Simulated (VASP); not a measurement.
Crystal: BiSb2O2.

```
Sb Bi O
1.0
     8.37668    0.00000    0.00000
     0.00000    8.37668    0.00000
     0.00000    0.00000    3.28887
Sb Bi O
4 2 4
Direct
  0.22840 0.72840 0.50000
  0.27160 0.22840 0.50000
  0.77160 0.27160 0.50000
  0.72840 0.77160 0.50000
  0.00000 0.00000 0.00000
  0.50000 0.50000 0.00000
  0.33753 0.83753 0.00000
  0.16247 0.33753 0.00000
  0.66247 0.16247 0.00000
  0.83753 0.66247 0.00000
```

The cell was built from a structure type or drawn by symmetry, and may not be a known phase.

* Program: VASP 6.6.1
* Task: relaxation of cell and atoms
* Functional: PBE
* Potentials or basis: VASP PAW PBE potentials, release 64 (Sb, Bi_d, O)
* Cutoff: 600 eV
* k mesh: 2 × 2 × 6
* Occupations: gaussian, width 0.1 eV
* Spin: no spin polarisation

At the start: pressure 0.2 GPa; volume 23.08 Å³/atom.

Problem. How do energy, volume and symmetry change on relaxing?

Solution. Over 33 steps the energy falls by 30.1 meV/atom and the volume is 25.17 Å³/atom (+9.1 %); space group P4/mbm (No. 127, to 0.1 Å) before and after.

Step by step:
```tsv
step	energy change (eV)	largest force (eV/Å)	pressure (GPa)	volume (Å³)
1	0.0000	0.0862	0.24	230.78
2	-0.0746	0.0153	0.36	231.87
3	-0.1672	0.1134	0.62	233.68
4	0.0955	0.4409	2.29	236.29
5	-0.1889	0.1882	0.77	234.26
6	-0.1906	0.2230	0.90	234.55
7	-0.2283	0.3221	-0.04	242.61
8	-0.2312	0.3528	-0.32	245.42
9	-0.2448	0.2596	0.81	248.17
10	-0.2505	0.0710	0.40	247.22
11	-0.2545	0.0568	-0.30	250.74
12	-0.2559	0.0462	-0.07	249.55
13	-0.2569	0.0637	-0.01	249.35
14	-0.2590	0.1156	0.15	248.75
15	-0.2587	0.2213	0.50	247.54
16	-0.2596	0.1637	0.31	248.20
17	-0.2598	0.1621	0.30	248.19
18	-0.2604	0.1571	0.28	248.19
19	-0.2616	0.1472	0.25	248.17
20	-0.2636	0.1279	0.17	248.15
21	-0.2666	0.0889	0.03	248.09
22	-0.2683	0.0432	-0.24	247.98
23	-0.2701	0.0429	-0.22	247.80
24	-0.2747	0.0432	-0.13	247.25
25	-0.2814	0.0457	0.04	246.15
26	-0.2845	0.0585	0.39	243.97
27	-0.2850	0.0539	0.29	244.57
28	-0.2889	0.0587	0.26	245.33
29	-0.2959	0.0707	0.17	247.63
30	-0.2900	0.0826	0.06	252.22
31	-0.2970	0.0744	0.14	248.88
32	-0.3000	0.0456	0.00	250.49
33	-0.3005	0.0234	-0.11	251.74
```

Final structure:
```
Sb Bi O
1.0
     8.98632    0.00000    0.00000
     0.00000    8.98632    0.00000
     0.00000    0.00000    3.11737
Sb Bi O
4 2 4
Direct
  0.24804 0.74804 0.50000
  0.25196 0.24804 0.50000
  0.75196 0.25196 0.50000
  0.74804 0.75196 0.50000
  0.00000 0.00000 0.00000
  0.50000 0.50000 0.00000
  0.35272 0.85272 0.00000
  0.14728 0.35272 0.00000
  0.64728 0.14728 0.00000
  0.85272 0.64728 0.00000
```

Caveat: the k points lie up to 0.35 Å⁻¹ apart in the final cell, too coarse for converged energies and pressures of a metal.
